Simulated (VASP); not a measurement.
# Al (Pm-3n) in VASP: further runs

The runs below take Al through single point, relaxation of cell and atoms, with RPBE.

All numbers are computed with VASP 6.6.1; they aren't measurements. Logs are shortened: lines on timing, memory, paths and dates and some standing lists are left out, and cuts for length are marked.

## 1. The cell of the first run

The structure is cubic, space group Pm-3n (No. 223). Conventional cell: a = 5.168 Å, b = 5.168 Å, c = 5.168 Å, α = 90.00°, β = 90.00°, γ = 90.00°. Al (site symmetry m-3) has 12 Al at 2.89 Å within 3.8 Å. Al (site symmetry -4m2) has 14 Al at 2.58 to 3.16 Å within 3.4 Å.

## 2. Single point, RPBE

INCAR reads:

```
SYSTEM = Al
  PREC = Accurate
  ENCUT = 520
  EDIFF = 1E-6
  ISMEAR = -1
  SIGMA = 0.1
  LREAL = .False.
  LASPH = .True.
  NELM = 100
  ALGO = Normal
  ISIF = 2
  LWAVE = .False.
  LCHARG = .True.
  GGA = RP
  LELF = .True.
  LVHAR = .True.
  NBANDS = 22
```

KPOINTS reads:

```
regular mesh
0
Gamma
  5 5 5
  0 0 0
```

POSCAR reads:

```
Al
1.0
    5.1680338204      0.0000000000      0.0000000000
    0.0000000000      5.1680338204      0.0000000000
    0.0000000000      0.0000000000      5.1680338204
Al
8
Direct
    1.0000000000      1.0000000000      1.0000000000
    0.5000000000      0.5000000000      0.5000000000
    0.2500000000      1.0000000000      0.5000000000
    0.7500000000      1.0000000000      0.5000000000
    0.5000000000      0.2500000000      0.0000000000
    0.5000000000      0.7500000000      0.0000000000
    0.0000000000      0.5000000000      0.2500000000
    0.0000000000      0.5000000000      0.7500000000
```

Potentials or basis: VASP PAW PBE potentials, release 64 (Al).

Command:

```
$ cat potpaw_PBE.64/Al/POTCAR > POTCAR
$ mpirun -np 1 vasp_std > vasp.out
```

OUTCAR:

```text
SYSTEM = Al
   PREC = Accurate
   ENCUT = 520
   EDIFF = 1E-6
   ISMEAR = -1
   LREAL = .False.
   LASPH = .True.
   NELM = 100
   ISIF = 2
   GGA = RP

 ion  position               nearest neighbor table
   1  0.000  0.000  0.000-   3 2.89   4 2.89   5 2.89   6 2.89   7 2.89   8 2.89   3 2.89   4 2.89
                             7 2.89   8 2.89   5 2.89   6 2.89
   2  0.500  0.500  0.500-   3 2.89   4 2.89   5 2.89   6 2.89   7 2.89   8 2.89   5 2.89   6 2.89
                             3 2.89   4 2.89   7 2.89   8 2.89
   3  0.250  0.000  0.500-   4 2.58   4 2.58   1 2.89   1 2.89   2 2.89   2 2.89   8 3.16   5 3.16
                             5 3.16   6 3.16   6 3.16   7 3.16   8 3.16   7 3.16
   4  0.750  0.000  0.500-   3 2.58   3 2.58   1 2.89   1 2.89   2 2.89   2 2.89   8 3.16   5 3.16
                             5 3.16   6 3.16   6 3.16   7 3.16   8 3.16   7 3.16
   5  0.500  0.250  0.000-   6 2.58   6 2.58   1 2.89   2 2.89   2 2.89   1 2.89   8 3.16   4 3.16
                             3 3.16   4 3.16   3 3.16   7 3.16   7 3.16   8 3.16
   6  0.500  0.750  0.000-   5 2.58   5 2.58   1 2.89   2 2.89   2 2.89   1 2.89   8 3.16   4 3.16
                             3 3.16   4 3.16   3 3.16   7 3.16   7 3.16   8 3.16
   7  0.000  0.500  0.250-   8 2.58   8 2.58   1 2.89   2 2.89   1 2.89   2 2.89   3 3.16   4 3.16
                             5 3.16   3 3.16   4 3.16   6 3.16   5 3.16   6 3.16
   8  0.000  0.500  0.750-   7 2.58   7 2.58   1 2.89   2 2.89   1 2.89   2 2.89   3 3.16   4 3.16
                             5 3.16   3 3.16   4 3.16   6 3.16   5 3.16   6 3.16

  LATTYP: Found a simple cubic cell.
 ALAT       =     5.1680338204

  Lattice vectors:

 A1 = (   5.1680338204,   0.0000000000,   0.0000000000)
 A2 = (   0.0000000000,   5.1680338204,   0.0000000000)
 A3 = (   0.0000000000,   0.0000000000,   5.1680338204)

Analysis of symmetry for initial positions (statically):
=====================================================================
 Subroutine PRICEL returns:
 Original cell was already a primitive cell.

 Routine SETGRP: Setting up the symmetry group for a
 simple cubic supercell.

 Subroutine GETGRP returns: Found 48 space group operations
 (whereof 24 operations were pure point group operations)
 out of a pool of 48 trial point group operations.

The static configuration has the point symmetry T_h .
 The point group associated with its full space group is O_h .

Analysis of symmetry for dynamics (positions and initial velocities):
=====================================================================
 Subroutine PRICEL returns:
 Original cell was already a primitive cell.

 Routine SETGRP: Setting up the symmetry group for a
 simple cubic supercell.

 Subroutine GETGRP returns: Found 48 space group operations
 (whereof 24 operations were pure point group operations)
 out of a pool of 48 trial point group operations.

The dynamic configuration has the point symmetry T_h .
 The point group associated with its full space group is O_h .

 Subroutine INISYM returns: Found 48 space group operations
 (whereof 24 operations are pure point group operations),
 and found     1 'primitive' translations

----------------------------------------------------------------------------------------

                                     Primitive cell

  volume of cell :     138.0308

  direct lattice vectors                    reciprocal lattice vectors
     5.168033820  0.000000000  0.000000000     0.193497186  0.000000000  0.000000000
     0.000000000  5.168033820  0.000000000     0.000000000  0.193497186  0.000000000
     0.000000000  0.000000000  5.168033820     0.000000000  0.000000000  0.193497186

  length of vectors
     5.168033820  5.168033820  5.168033820     0.193497186  0.193497186  0.193497186

  position of ions in fractional coordinates (direct lattice)
     0.000000000  0.000000000  0.000000000
     0.500000000  0.500000000  0.500000000
     0.250000000  0.000000000  0.500000000
     0.750000000  0.000000000  0.500000000
     0.500000000  0.250000000  0.000000000
     0.500000000  0.750000000  0.000000000
     0.000000000  0.500000000  0.250000000
     0.000000000  0.500000000  0.750000000

  ion indices of the primitive-cell ions
   primitive index   ion index
                 1           1
                 2           2
                 3           3
                 4           4
                 5           5
                 6           6
                 7           7
                 8           8

----------------------------------------------------------------------------------------

 KPOINTS: regular mesh

Automatic generation of k-mesh.
 Grid dimensions read from file:
 generate k-points for:    5    5    5

 Generating k-lattice:

  Cartesian coordinates                     Fractional coordinates (reciprocal lattice)
     0.038699437  0.000000000  0.000000000     0.200000000  0.000000000  0.000000000
     0.000000000  0.038699437  0.000000000     0.000000000  0.200000000  0.000000000
     0.000000000  0.000000000  0.038699437     0.000000000  0.000000000  0.200000000

  Length of vectors
     0.038699437  0.038699437  0.038699437

  Shift w.r.t. Gamma in fractional coordinates (k-lattice)
     0.000000000  0.000000000  0.000000000

 Subroutine IBZKPT returns following result:
 ===========================================

 Found     10 irreducible k-points:

 Following reciprocal coordinates:
            Coordinates               Weight
  0.000000  0.000000  0.000000      1.000000
  0.200000  0.000000  0.000000      6.000000
  0.400000  0.000000  0.000000      6.000000
  0.200000  0.200000  0.000000     12.000000
  0.400000  0.200000  0.000000     24.000000
  0.400000  0.400000  0.000000     12.000000
  0.200000  0.200000  0.200000      8.000000
  0.400000  0.200000  0.200000     24.000000
  0.400000  0.400000  0.200000     24.000000
  0.400000  0.400000  0.400000      8.000000
   k-points           NKPTS =     10   k-points in BZ     NKDIM =     10   number of bands    NBANDS=     22
   number of dos      NEDOS =    301   number of ions     NIONS =      8
   total plane-waves  NPLWV =  64000
   dimension x,y,z NGX =    40 NGY =   40 NGZ =   40
   dimension x,y,z NGXF=    80 NGYF=   80 NGZF=   80
   ions per type =               8
   NGX,Y,Z   is equivalent  to a cutoff of  12.87, 12.87, 12.87 a.u.
   NGXF,Y,Z  is equivalent  to a cutoff of  25.73, 25.73, 25.73 a.u.
 SYSTEM =  Al
   PREC   = accura    normal or accurate (medium, high low for compatibility)
   ISTART =      0    job   : 0-new  1-cont  2-samecut
   ICHARG =      2    charge: 1-file 2-atom 10-const
   ISPIN  =      1    spin polarized calculation?
   LNONCOLLINEAR =      F non collinear calculations
   LSORBIT =      F    spin-orbit coupling
   LASPH  =      T    aspherical Exc in radial PAW
   ENCUT  =  520.0 eV  38.22 Ry    6.18 a.u.   9.61  9.61  9.61*2*pi/ulx,y,z
   NELM   =    100;   NELMIN=  2; NELMDL= -5     # of ELM steps
   EDIFF  = 0.1E-05   stopping-criterion for ELM
   LREAL  =      F    real-space projection
   EDIFFG = 0.1E-04   stopping-criterion for IOM
   NSW    =      0    number of steps for IOM
   IBRION =     -1    ionic relax: 0-MD 1-quasi-New 2-CG
   NFREE  =      0    steps in history (QN), initial steepest desc. (CG)
   ISIF   =      2    stress and relaxation
   ISYM   =      2    0-nonsym 1-usesym 2-fastsym
   POTIM  = 0.5000    time-step for ionic-motion
   TEBEG  =    0.0;   TEEND  =   0.0 temperature during run
   PSTRESS=    0.0 pullay stress
   NELECT =      24.0000    total number of electrons
   NUPDOWN=      -1.0000    fix difference up-down
   EMIN   =  10.00;   EMAX   =-10.00  energy-range for DOS
   EFERMI =   0.00;   METHOD = LEGACY
   ISMEAR =    -1;   SIGMA  =   0.10  broadening in eV -4-tet -1-fermi 0-gaus
   EFERMI_NEDOS =   21; number of points for ismear=-14 and -15
   IALGO  =     38    algorithm
   IMIX   =      4    mixing-type and parameters
     AMIX     =   0.40;   BMIX     =  1.00
     AMIX_MAG =   1.60;   BMIX_MAG =  1.00
  volume/ion in A,a.u.               =      17.25       116.43
  Fermi-wavevector in a.u.,A,eV,Ry     =   0.913734  1.726707 11.359644  0.834910
  Thomas-Fermi vector in A             =   2.038280
   LORBIT       =      0    0 simple, 1 ext, 2 COOP (PROOUT), +10 PAW based schemes
   GGA     = RP    functional components
   LHFCALC =     F    Hartree Fock is set to
   AEXX    =    0.0000 exact exchange contribution
   IVDW    =     0    specifies the selected vdW correction
   LEPSILON=     F    determine dielectric tensor
   LRPA    =     F    only Hartree local field effects (RPA)
 non-spin polarized calculation
  energy-cutoff  :      520.00
  volume of cell :      138.03
 maximum number of plane-waves:      3759
 NGX is ok and might be reduce to    40
   NGX = 19   NGY = 19   NGZ = 19

 number of electron      24.0000000 magnetization

 Free energy of the ion-electron system (eV)
  ---------------------------------------------------
  ext. energy  EPLUGINS =         0.00000000
  ---------------------------------------------------
  free energy    TOTEN  =       -27.43339588 eV

  energy without entropy =      -27.28567310  energy(sigma->0) =      -27.35953449

 E-fermi :   7.7610     XC(G=0):  -9.9733

 val. band max:        7.7504365026   @ k =   0.4000   0.2000   0.2000
 cond. band min:       7.7770095762   @ k =   0.2000   0.2000   0.2000
 fundamental gap:      0.0265730736
 Fermi energy:         7.7610481350

 k-point     1 :       0.0000    0.0000    0.0000
  band No.  band energies     occupation
      1      -3.2045      2.00000
      2       2.0122      2.00000
      3       2.0181      2.00000
      4       2.0181      2.00000
      5       2.4516      2.00000
      6       2.4516      2.00000
[... 14 lines left out ...]
     21      12.5996      0.00000
     22      12.5996      0.00000
[... 202 lines left out ...]
  band No.  band energies     occupation
      1      -0.5700      2.00000
      2       0.5081      2.00000
      3       0.5081      2.00000
      4       0.5212      2.00000
      5       1.5766      2.00000
      6       1.5766      2.00000
[... 14 lines left out ...]
     21      11.9851      0.00000
     22      12.1350      0.00000

------------------------ aborting loop because EDIFF is reached ----------------------------------------

  FORCE on cell =-STRESS in cart. coord.  units (eV):
  Direction    XX          YY          ZZ          XY          YZ          ZX
  --------------------------------------------------------------------------------------
  -------------------------------------------------------------------------------------
  Total       -0.1569006     -0.1569006     -0.1569006      0.0000000     -0.0000000     -0.0000000
  in kB       -1.8212065     -1.8212065     -1.8212065      0.0000000     -0.0000000     -0.0000000
  external PRESSURE =      -1.8212065 kB  Pullay stress =       0.0000000 kB

 VOLUME and BASIS-vectors are now :
 -----------------------------------------------------------------------------
  energy-cutoff  :      520.00
  volume of cell :      138.03
      direct lattice vectors                 reciprocal lattice vectors
     5.168033820  0.000000000  0.000000000     0.193497186  0.000000000  0.000000000
     0.000000000  5.168033820  0.000000000     0.000000000  0.193497186  0.000000000
     0.000000000  0.000000000  5.168033820     0.000000000  0.000000000  0.193497186

 POSITION                                       TOTAL-FORCE (eV/Angst)
 -----------------------------------------------------------------------------------
      0.00000      0.00000      0.00000        -0.000000     -0.000000     -0.000000
      2.58402      2.58402      2.58402        -0.000000     -0.000000     -0.000000
      1.29201      0.00000      2.58402         0.000000      0.000000     -0.000000
      3.87603      0.00000      2.58402        -0.000000     -0.000000      0.000000
      2.58402      1.29201      0.00000         0.000000     -0.000000      0.000000
      2.58402      3.87603      0.00000        -0.000000      0.000000      0.000000
      0.00000      2.58402      1.29201         0.000000      0.000000     -0.000000
      0.00000      2.58402      3.87603         0.000000      0.000000      0.000000
 -----------------------------------------------------------------------------------
    total drift:                               -0.000000      0.000000     -0.000000

  FREE ENERGIE OF THE ION-ELECTRON SYSTEM (eV)
  ---------------------------------------------------
  free  energy   TOTEN  =       -27.4333958776 eV

  energy  without entropy=      -27.2856731023  energy(sigma->0) =      -27.35953449
```

Run time: 11 s. Hardware: 1 thread of Intel Xeon 6975P-C (Granite Rapids), shared host; peak memory 0.22 GiB.

Results:

| Item | Value |
| --- | --- |
| Free energy | -27.4334 eV |
| Pressure | -0.2 GPa |
| Band gap on the k mesh | zero (band 12 reaches 9.60 eV, above the bottom of band 13 at 7.08 eV) |

Caveat: the PAW data sets were made with another functional, which shifts forces and pressure a little.

[end of part 1 of 2]
